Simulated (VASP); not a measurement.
# GaP (F-43m) in VASP: notebook, part 2 of 2

VASP 6.6.1. Earlier steps stand in the parts before.

### 3 Single point, PBE

This run uses another cell than the first one, of 20.24 Å³/atom, 0.943 times its volume.

Contents of INCAR:

```
SYSTEM = GaP
ALGO = Normal ; EDIFF = 1E-7
ENCUT = 520 ; GGA = PE
ISIF = 2 ; ISMEAR = -1
LASPH = .True. ; LCHARG = .False.
LREAL = .False. ; LWAVE = .False.
NBANDS = 16 ; NELM = 100
PREC = Accurate ; SIGMA = 0.04
```

Contents of KPOINTS:

```
k-points
0
Gamma
  6 6 6
  0 0 0
```

Contents of POSCAR:

```
GaP
1.0
    0.0000000000      2.7252500000      2.7252500000
    2.7252500000      0.0000000000      2.7252500000
    2.7252500000      2.7252500000      0.0000000000
Ga P
1 1
Direct
    0.0000000000      0.0000000000      0.0000000000
    0.7500000000      0.7500000000      0.7500000000
```

Potentials or basis: VASP PAW PBE potentials, release 64 (Ga_d, P).

Started as:

```bash
$ cat potpaw_PBE.64/Ga_d/POTCAR potpaw_PBE.64/P/POTCAR > POTCAR
$ mpirun -np 1 vasp_std > vasp.out
```

OUTCAR:

```text
SYSTEM = GaP
   EDIFF = 1E-7
   ENCUT = 520
   GGA = PE
   ISIF = 2
   ISMEAR = -1
   LASPH = .True.
   LREAL = .False.
   NELM = 100
   PREC = Accurate

 ion  position               nearest neighbor table
   1  0.000  0.000  0.000-   2 2.36   2 2.36   2 2.36   2 2.36
   2  0.750  0.750  0.750-   1 2.36   1 2.36   1 2.36   1 2.36

  LATTYP: Found a face centered cubic cell.
 ALAT       =     5.4505000000

  Lattice vectors:

 A1 = (   0.0000000000,   2.7252500000,   2.7252500000)
 A2 = (   2.7252500000,   0.0000000000,   2.7252500000)
 A3 = (   2.7252500000,   2.7252500000,   0.0000000000)

Analysis of symmetry for initial positions (statically):
[... 5 lines left out ...]
 face centered cubic supercell.

 Subroutine GETGRP returns: Found 24 space group operations
 (whereof 24 operations were pure point group operations)
 out of a pool of 48 trial point group operations.

The static configuration has the point symmetry T_d .

Analysis of symmetry for dynamics (positions and initial velocities):
[... 5 lines left out ...]
 face centered cubic supercell.

 Subroutine GETGRP returns: Found 24 space group operations
 (whereof 24 operations were pure point group operations)
 out of a pool of 48 trial point group operations.

The dynamic configuration has the point symmetry T_d .

 Subroutine INISYM returns: Found 24 space group operations
 (whereof 24 operations are pure point group operations),
 and found     1 'primitive' translations

----------------------------------------------------------------------------------------

                                     Primitive cell

  volume of cell :      40.4808

  direct lattice vectors                    reciprocal lattice vectors
     0.000000000  2.725250000  2.725250000    -0.183469406  0.183469406  0.183469406
     2.725250000  0.000000000  2.725250000     0.183469406 -0.183469406  0.183469406
     2.725250000  2.725250000  0.000000000     0.183469406  0.183469406 -0.183469406

  length of vectors
     3.854085511  3.854085511  3.854085511     0.317778334  0.317778334  0.317778334

  position of ions in fractional coordinates (direct lattice)
     0.000000000  0.000000000  0.000000000
     0.750000000  0.750000000  0.750000000

  ion indices of the primitive-cell ions
   primitive index   ion index
                 1           1
                 2           2

----------------------------------------------------------------------------------------

 KPOINTS: k-points

Automatic generation of k-mesh.
 Grid dimensions read from file:
 generate k-points for:    6    6    6

 Generating k-lattice:

  Cartesian coordinates                     Fractional coordinates (reciprocal lattice)
    -0.030578234  0.030578234  0.030578234     0.166666667  0.000000000  0.000000000
     0.030578234 -0.030578234  0.030578234     0.000000000  0.166666667  0.000000000
     0.030578234  0.030578234 -0.030578234     0.000000000  0.000000000  0.166666667

  Length of vectors
     0.052963056  0.052963056  0.052963056

  Shift w.r.t. Gamma in fractional coordinates (k-lattice)
     0.000000000  0.000000000  0.000000000

 Subroutine IBZKPT returns following result:
 ===========================================

 Found     16 irreducible k-points:

 Following reciprocal coordinates:
            Coordinates               Weight
  0.000000  0.000000  0.000000      1.000000
  0.166667  0.000000  0.000000      8.000000
  0.333333  0.000000  0.000000      8.000000
  0.500000  0.000000  0.000000      4.000000
  0.166667  0.166667  0.000000      6.000000
  0.333333  0.166667  0.000000     24.000000
[... 8 lines left out ...]
 -0.333333  0.333333  0.166667     24.000000
 -0.333333  0.500000  0.166667     12.000000
   k-points           NKPTS =     16   k-points in BZ     NKDIM =     16   number of bands    NBANDS=     16
   number of dos      NEDOS =    301   number of ions     NIONS =      2
   total plane-waves  NPLWV =  27000
   dimension x,y,z NGX =    30 NGY =   30 NGZ =   30
   dimension x,y,z NGXF=    60 NGYF=   60 NGZF=   60
   ions per type =               1   1
   NGX,Y,Z   is equivalent  to a cutoff of  12.94, 12.94, 12.94 a.u.
   NGXF,Y,Z  is equivalent  to a cutoff of  25.88, 25.88, 25.88 a.u.
 SYSTEM =  GaP
   PREC   = accura    normal or accurate (medium, high low for compatibility)
   ISTART =      0    job   : 0-new  1-cont  2-samecut
   ICHARG =      2    charge: 1-file 2-atom 10-const
   ISPIN  =      1    spin polarized calculation?
   LNONCOLLINEAR =      F non collinear calculations
   LSORBIT =      F    spin-orbit coupling
   LASPH  =      T    aspherical Exc in radial PAW
   ENCUT  =  520.0 eV  38.22 Ry    6.18 a.u.   7.17  7.17  7.17*2*pi/ulx,y,z
   NELM   =    100;   NELMIN=  2; NELMDL= -5     # of ELM steps
   EDIFF  = 0.1E-06   stopping-criterion for ELM
   LREAL  =      F    real-space projection
   EDIFFG = 0.1E-05   stopping-criterion for IOM
   NSW    =      0    number of steps for IOM
   IBRION =     -1    ionic relax: 0-MD 1-quasi-New 2-CG
   NFREE  =      0    steps in history (QN), initial steepest desc. (CG)
   ISIF   =      2    stress and relaxation
   ISYM   =      2    0-nonsym 1-usesym 2-fastsym
   POTIM  = 0.5000    time-step for ionic-motion
   TEBEG  =    0.0;   TEEND  =   0.0 temperature during run
   PSTRESS=    0.0 pullay stress
   NELECT =      18.0000    total number of electrons
   NUPDOWN=      -1.0000    fix difference up-down
   EMIN   =  10.00;   EMAX   =-10.00  energy-range for DOS
   EFERMI =   0.00;   METHOD = LEGACY
   ISMEAR =    -1;   SIGMA  =   0.04  broadening in eV -4-tet -1-fermi 0-gaus
   EFERMI_NEDOS =   21; number of points for ismear=-14 and -15
   IALGO  =     38    algorithm
   IMIX   =      4    mixing-type and parameters
     AMIX     =   0.40;   BMIX     =  1.00
     AMIX_MAG =   1.60;   BMIX_MAG =  1.00
  volume/ion in A,a.u.               =      20.24       136.59
  Fermi-wavevector in a.u.,A,eV,Ry     =   1.249538  2.361284 21.243377  1.561344
  Thomas-Fermi vector in A             =   2.383574
   LORBIT       =      0    0 simple, 1 ext, 2 COOP (PROOUT), +10 PAW based schemes
   GGA     = PE    functional components
   LHFCALC =     F    Hartree Fock is set to
   AEXX    =    0.0000 exact exchange contribution
   IVDW    =     0    specifies the selected vdW correction
   LEPSILON=     F    determine dielectric tensor
   LRPA    =     F    only Hartree local field effects (RPA)
 non-spin polarized calculation
  energy-cutoff  :      520.00
  volume of cell :       40.48
 maximum number of plane-waves:      1113
 NGX is ok and might be reduce to    30
   NGX = 15   NGY = 15   NGZ = 15

 number of electron      17.9999989 magnetization

 Free energy of the ion-electron system (eV)
  ---------------------------------------------------
  ext. energy  EPLUGINS =         0.00000000
  ---------------------------------------------------
  free energy    TOTEN  =        -9.10236779 eV

  energy without entropy =       -9.10236779  energy(sigma->0) =       -9.10236779

 E-fermi :   5.5029     XC(G=0):  -9.8299

 val. band max:        4.6590072529   @ k =   0.0000   0.0000   0.0000
 cond. band min:       6.3100455738   @ k =   0.5000   0.5000   0.0000
 fundamental gap:      1.6510383209
 Fermi energy:         5.5028513816

 k-point     1 :       0.0000    0.0000    0.0000
  band No.  band energies     occupation
      1      -9.8994      2.00000
      2      -9.8994      2.00000
      3      -9.8994      2.00000
      4      -9.7999      2.00000
      5      -9.7999      2.00000
      6      -7.8340      2.00000
[... 8 lines left out ...]
     15      14.4429      0.00000
     16      14.4429      0.00000

 k-point     2 :       0.1667    0.0000    0.0000
  band No.  band energies     occupation
      1      -9.9222      2.00000
      2      -9.8916      2.00000
      3      -9.8916      2.00000
      4      -9.7998      2.00000
      5      -9.7998      2.00000
      6      -7.4778      2.00000
[... 8 lines left out ...]
     15      13.6239      0.00000
     16      14.7141      0.00000
[... 235 lines left out ...]
      5      -9.7922      2.00000
      6      -5.1024      2.00000
[... 8 lines left out ...]
     15      17.1316      0.00000
     16      17.4372      0.00000

 k-point    16 :      -0.3333    0.5000    0.1667
  band No.  band energies     occupation
      1     -10.0028      2.00000
      2      -9.8537      2.00000
      3      -9.8393      2.00000
      4      -9.8204      2.00000
      5      -9.7867      2.00000
      6      -4.7983      2.00000
[... 8 lines left out ...]
     15      16.5630      0.00000
     16      18.2675      0.00000

------------------------ aborting loop because EDIFF is reached ----------------------------------------

  FORCE on cell =-STRESS in cart. coord.  units (eV):
  Direction    XX          YY          ZZ          XY          YZ          ZX
  --------------------------------------------------------------------------------------
  -------------------------------------------------------------------------------------
  Total        0.6333852      0.6333852      0.6333852     -0.0000000      0.0000000      0.0000000
  in kB       25.0685644     25.0685644     25.0685644     -0.0000000      0.0000000      0.0000000
  external PRESSURE =      25.0685644 kB  Pullay stress =       0.0000000 kB

 VOLUME and BASIS-vectors are now :
 -----------------------------------------------------------------------------
  energy-cutoff  :      520.00
  volume of cell :       40.48
      direct lattice vectors                 reciprocal lattice vectors
     0.000000000  2.725250000  2.725250000    -0.183469406  0.183469406  0.183469406
     2.725250000  0.000000000  2.725250000     0.183469406 -0.183469406  0.183469406
     2.725250000  2.725250000  0.000000000     0.183469406  0.183469406 -0.183469406

 POSITION                                       TOTAL-FORCE (eV/Angst)
 -----------------------------------------------------------------------------------
      0.00000      0.00000      0.00000         0.000000      0.000000      0.000000
      4.08788      4.08788      4.08788        -0.000000     -0.000000     -0.000000
 -----------------------------------------------------------------------------------
    total drift:                               -0.000002     -0.000002     -0.000002

  FREE ENERGIE OF THE ION-ELECTRON SYSTEM (eV)
  ---------------------------------------------------
  free  energy   TOTEN  =        -9.1023677928 eV

  energy  without entropy=       -9.1023677927  energy(sigma->0) =       -9.10236779
```

Run time: 13 s. Hardware: 1 thread of Intel Xeon Platinum 8259CL at 2.50GHz (Skylake/Cascade Lake), shared host; peak memory 0.16 GiB.

Results:

* Free energy: -9.1024 eV
* Pressure: 2.5 GPa
* Band gap on the k mesh: 1.65 eV, indirect (least direct gap 1.82 eV)

### 4 Single point, RPBE+D3(BJ)

This run uses another cell than the first one, of 18.58 Å³/atom, 0.866 times its volume.

Contents of INCAR:

```
ALGO     = Normal         # electronic algorithm
EDIFF    = 1E-6           # SCF threshold, eV
ENCUT    = 520            # plane-wave cutoff, eV
GGA      = RP             # functional
ISIF     = 2              # what is computed and relaxed
ISMEAR   = -1             # smearing method
IVDW     = 12             # dispersion correction
LASPH    = T              # aspherical terms in the spheres
LCHARG   = T              # write CHGCAR
LELF     = T              # ELF
LREAL    = F              # projectors in reciprocal space
LVHAR    = T            
LWAVE    = F              # write WAVECAR
NBANDS   = 16             # bands
NELM     = 100            # most SCF steps
PREC     = Accurate       # precision mode
SIGMA    = 0.05           # smearing width, eV
```

Contents of KPOINTS:

```
k-points
0
Gamma
  8 8 8
```

Contents of POSCAR:

```
GaP
1.0
    0.0000000000      2.6484808347      2.6484808347
    2.6484808347      0.0000000000      2.6484808347
    2.6484808347      2.6484808347      0.0000000000
Ga P
1 1
Direct
    0.0000000000      0.0000000000      0.0000000000
    0.7500000000      0.7500000000      0.7500000000
```

Started as:

```bash
$ cat potpaw_PBE.64/Ga_d/POTCAR potpaw_PBE.64/P/POTCAR > POTCAR
$ mpirun -np 1 vasp_std > vasp.out
```

It took 15 s on 1 thread of Intel Xeon Platinum 8259CL at 2.50GHz (Skylake/Cascade Lake), shared host; peak memory 0.17 GiB.

The run converged. Its results:

```
Free energy                : -11.0778 eV
Pressure                   : -0.2 GPa
Band gap on the k mesh     : 1.55 eV, indirect (least direct gap 2.69 eV)
Dispersion energy per atom : -1.416 eV
```

Levels at points of the mesh, in eV from the valence-band top:
```tsv
k point	band 6	band 7	band 8	band 9	band 10	band 11	band 12	band 13
(0.00, 0.00, 0.00)	-13.14	0.00	0.00	0.00	2.69	3.88	3.88	3.88
(0.50, 0.00, 0.00)	-10.79	-7.11	-1.24	-1.24	2.02	4.71	4.71	8.58
(0.50, 0.50, 0.00)	-9.78	-7.13	-2.98	-2.98	1.55	1.79	11.27	11.27
```

Caveat: the PAW data sets were made with another functional, which shifts forces and pressure a little.

### 5 Single point, PBE

This run uses another cell than the first one, of 20.24 Å³/atom, 0.943 times its volume.

Contents of INCAR:

```
ALGO = Normal ; EDIFF = 1E-6
ENCUT = 520 ; GGA = PE
ISIF = 2 ; ISMEAR = 0
LASPH = T ; LCHARG = T
LELF = T ; LREAL = F
LVHAR = T ; LWAVE = F
NBANDS = 16 ; NELM = 100
PREC = Accurate ; SIGMA = 0.03
```

KPOINTS is that of step 4.

Contents of POSCAR:

```
GaP
1.0
    0.0000000000      2.7252500000      2.7252500000
    2.7252500000      0.0000000000      2.7252500000
    2.7252500000      2.7252500000      0.0000000000
Ga P
1 1
Direct
    0.0000000000      0.0000000000      0.0000000000
    0.7500000000      0.7500000000      0.7500000000
```

Potentials or basis: VASP PAW PBE potentials, release 64 (Ga_d, P).

Started as:

```bash
$ cat potpaw_PBE.64/Ga_d/POTCAR potpaw_PBE.64/P/POTCAR > POTCAR
$ mpirun -np 1 vasp_std > vasp.out
```

OUTCAR:

```text
EDIFF = 1E-6
   ENCUT = 520
   GGA = PE
   ISIF = 2
   ISMEAR = 0
   LASPH = T
   LREAL = F
   NELM = 100
   PREC = Accurate

 ion  position               nearest neighbor table
   1  0.000  0.000  0.000-   2 2.36   2 2.36   2 2.36   2 2.36
   2  0.750  0.750  0.750-   1 2.36   1 2.36   1 2.36   1 2.36

  LATTYP: Found a face centered cubic cell.
 ALAT       =     5.4505000000

  Lattice vectors:

 A1 = (   0.0000000000,   2.7252500000,   2.7252500000)
[... 643 lines left out ...]
------------------------ aborting loop because EDIFF is reached ----------------------------------------

  FORCE on cell =-STRESS in cart. coord.  units (eV):
  Direction    XX          YY          ZZ          XY          YZ          ZX
  --------------------------------------------------------------------------------------
  -------------------------------------------------------------------------------------
  Total        0.6120444      0.6120444      0.6120444     -0.0000000      0.0000000      0.0000000
  in kB       24.2239233     24.2239233     24.2239233     -0.0000000      0.0000000      0.0000000
  external PRESSURE =      24.2239233 kB  Pullay stress =       0.0000000 kB

 VOLUME and BASIS-vectors are now :
 -----------------------------------------------------------------------------
  energy-cutoff  :      520.00
  volume of cell :       40.48
      direct lattice vectors                 reciprocal lattice vectors
     0.000000000  2.725250000  2.725250000    -0.183469406  0.183469406  0.183469406
     2.725250000  0.000000000  2.725250000     0.183469406 -0.183469406  0.183469406
     2.725250000  2.725250000  0.000000000     0.183469406  0.183469406 -0.183469406

 POSITION                                       TOTAL-FORCE (eV/Angst)
 -----------------------------------------------------------------------------------
      0.00000      0.00000      0.00000         0.000000      0.000000      0.000000
      4.08788      4.08788      4.08788        -0.000000     -0.000000     -0.000000
 -----------------------------------------------------------------------------------
    total drift:                               -0.000002     -0.000002     -0.000002

  FREE ENERGIE OF THE ION-ELECTRON SYSTEM (eV)
  ---------------------------------------------------
  free  energy   TOTEN  =        -9.1161211022 eV

  energy  without entropy=       -9.1161211022  energy(sigma->0) =       -9.11612110
```

stdout:

```text
POSCAR found type information on POSCAR GaP
 POSCAR found :  2 types and       2 ions
 scaLAPACK will be used
 LDA part: xc-table for (Slater+PW92), standard interpolation
 POSCAR, INCAR and KPOINTS ok, starting setup
 FFT: planning ... GRIDC
 FFT: planning ... GRID_SOFT
 FFT: planning ... GRID
 WAVECAR not read
 entering main loop
```

It took 20 s on 1 thread of Intel Xeon Platinum 8259CL at 2.50GHz (Skylake/Cascade Lake), shared host; peak memory 0.17 GiB.

Results:

- Free energy: -9.1161 eV
- Pressure: 2.4 GPa
- Band gap on the k mesh: 1.64 eV, indirect (least direct gap 1.83 eV)

### 6 Overview

| level | cell | k mesh | smearing | gap on the mesh (eV) | pressure (GPa) |
| --- | --- | --- | --- | --- | --- |
| PBEsol | a = 3.930 Å, angles 60.0°, 2 atoms | 8 × 8 × 8 | fermi-dirac 0.05 eV | 1.28 | -4.8 |
| PBE | a = 3.854 Å, angles 60.0°, 2 atoms | 6 × 6 × 6 | fermi-dirac 0.04 eV | 1.65 | 2.5 |
| RPBE+D3(BJ) | a = 3.746 Å, angles 60.0°, 2 atoms | 8 × 8 × 8 | fermi-dirac 0.05 eV | 1.55 | -0.2 |
| PBE | a = 3.854 Å, angles 60.0°, 2 atoms | 8 × 8 × 8 | gaussian 0.03 eV | 1.64 | 2.4 |

Alike in all rows: task single point; potentials or basis VASP PAW PBE potentials, release 64 (Ga_d, P); no spin polarisation; cutoff (eV) 520.

Caveats: the PAW data sets were made with another functional, which shifts forces and pressure a little (some runs).

Total energies depend on the potentials used, so only differences within one code and one set of settings carry meaning.

### 7 How close it comes

Step 3. Against the measured gap of GaP, 2.34 eV (indirect; 10 K; quoted in “Stacking defects in GaP nanowires: Electronic structure and optical properties”, 2018, arxiv:1810.01194), the calculated 1.65 eV is off by -0.69 eV. Spin-orbit coupling on Ga is left out. The value is that of PBE on a finite k mesh, which can miss the band edges, without temperature or zero-point motion. Semilocal functionals fall short of measured gaps as a rule.

Step 4. Against the measured gap of GaP, 2.34 eV (indirect; 10 K; quoted in “Stacking defects in GaP nanowires: Electronic structure and optical properties”, 2018, arxiv:1810.01194), the calculated 1.55 eV is off by -0.79 eV. Spin-orbit coupling on Ga is left out. The value is that of RPBE+D3(BJ) on a finite k mesh, which can miss the band edges, without temperature or zero-point motion. Semilocal functionals fall short of measured gaps as a rule.

Step 5. Measured gap of GaP: 2.34 eV (indirect; 10 K; quoted in “Stacking defects in GaP nanowires: Electronic structure and optical properties”, 2018, arxiv:1810.01194). This calculation gives 1.64 eV (-0.70 eV). Spin-orbit coupling on Ga is left out. The value is that of PBE on a finite k mesh, which can miss the band edges, without temperature or zero-point motion. Semilocal functionals fall short of measured gaps as a rule.
